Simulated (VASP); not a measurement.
# CaSe: single point with PBE

Crystal: CaSe.

```
Ca Se
1.0
     3.63478    0.00000    0.00000
     0.00000    3.63478    0.00000
     0.00000    0.00000    3.63478
Ca Se
1 1
Direct
  0.00000 0.00000 0.00000
  0.50000 0.50000 0.50000
```

| Item | Value |
| --- | --- |
| Program | VASP 6.6.1 |
| Task | single point |
| Functional | PBE |
| Potentials or basis | VASP PAW PBE potentials, release 64 (Ca_sv, Se) |
| Cutoff | 500 eV |
| k mesh | 6 × 6 × 6 |
| Occupations | gaussian, width 0.01 eV |
| Spin | no spin polarisation |
| Dipole correction | no |
| Further INCAR settings | ALGO = Normal; EDIFF = 1e-06; NBANDS = 15 |

| Quantity | Value |
| --- | --- |
| Pressure | 0.9 GPa |
| Band gap on the k mesh | 0.76 eV |

Levels at points of the mesh, in eV from the valence-band top:
```csv
k point,band 4,band 5,band 6,band 7,band 8,band 9,band 10,band 11,band 12,band 13
"(0.00, 0.00, 0.00)",-22.26,-13.04,-0.87,-0.87,-0.87,1.08,1.08,2.08,4.37,4.37
"(0.50, 0.00, 0.00)",-22.25,-12.30,-4.92,-1.05,-1.05,2.01,4.62,4.63,4.79,5.29
"(0.50, 0.50, 0.00)",-22.23,-11.99,-3.56,-3.56,0.00,0.76,2.93,3.17,3.17,5.35
"(0.50, 0.50, 0.50)",-22.38,-11.42,-3.70,-3.70,-3.70,3.85,3.85,3.85,5.42,5.42
```

It took 22 s on 1 thread of Intel Xeon 8259CL (shared host), peak memory 0.16 GiB.

A k mesh can miss the band edges.
